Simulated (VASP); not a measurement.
Write the native input for VASP 6.6.1 that does the following.

* Task: single point
* Functional: LDA
* Potentials or basis: VASP PAW LDA potentials, release 64 (Ba_sv, Ti_sv, O)
* Cutoff: 600 eV
* k mesh: 7 × 5 × 5
* Occupations: fermi-dirac, width 0.05 eV
* Spin: no spin polarisation
* Hubbard terms: Ti d U = 5.0 eV
* Dipole correction: no
* Further INCAR settings: ALGO = Normal; EDIFF = 1e-06; NBANDS = 51

The structure of BaTiO3 lies in POSCAR:

```
BaTiO3
1.0
   -0.0000067899     -2.7910007033     -2.7910075881
   -3.9470558972      2.7909524112     -2.7909689503
    3.9470191937      2.7909361747     -2.7909337522
Ba Ti O
2 2 6
Direct
    0.0007626004      0.5003661203      0.5003748709
    1.0007633905      1.0003894706      0.0003899164
    0.5006917012      0.0003863271      0.5003951091
    0.5008382131      0.5003984957      1.0003896335
    0.5007573762      0.2503529529      0.2503605125
    0.5007551714      0.7503933828      0.7503816227
    0.5007466476      0.7503552404      0.2503828443
    0.5007427291      0.2503897243      0.7503567188
    0.0007930043      0.0003665083      0.5003715305
    1.0007091662      0.5003817775      1.0003772413
```

The input as run:

INCAR

```
SYSTEM = BaTiO3
PREC     = Accurate       ! precision mode
ENCUT    = 600            ! plane-wave cutoff, eV
EDIFF    = 1E-6           ! SCF threshold, eV
ISMEAR   = -1             ! smearing method
SIGMA    = 0.05           ! smearing width, eV
LREAL    = .FALSE.        ! projectors in reciprocal space
LASPH    = .TRUE.         ! aspherical terms in the spheres
NELM     = 200            ! most SCF steps
ALGO     = Normal         ! electronic algorithm
ISIF     = 2              ! what is computed and relaxed
LWAVE    = .FALSE.        ! write WAVECAR
LCHARG   = .TRUE.         ! write CHGCAR
LMAXMIX  = 4              ! l up to which the mixer works
LDAU     = .TRUE.         ! DFT+U
LDAUTYPE = 2            
LDAUL    = -1 2 -1        ! shell
LDAUU    = 0 5 0          ! U, eV
LDAUJ    = 0 0 0        
LDAUPRINT= 1            
LVHAR    = .TRUE.       
NBANDS   = 51             ! bands
GGA_COMPAT= .FALSE.      
KPAR     = 4
```

KPOINTS

```
regular mesh
0
G
  7 5 5
  0 0 0
```

Potentials or basis: VASP PAW LDA potentials, release 64 (Ba_sv, Ti_sv, O).

Run with:

```bash
$ cat potpaw_LDA.64/Ba_sv/POTCAR potpaw_LDA.64/Ti_sv/POTCAR potpaw_LDA.64/O/POTCAR > POTCAR
$ mpirun -np 4 vasp_std > vasp.out
```

It gave:

```
Pressure               : 5.0 GPa
Largest force          : 0.003 eV/Å
Band gap on the k mesh : 2.34 eV
```

Caveat: the cell stands under pressure; spin-orbit coupling is left out, which moves the levels of the heavy elements; an odd mesh through Γ misses points on the zone boundary, where band edges can lie.

Run time: 4.3 min on 4 MPI ranks on AMD EPYC 7R43 64-Core Processor (Zen 3), on a shared host, peak memory 0.58 GiB a rank.
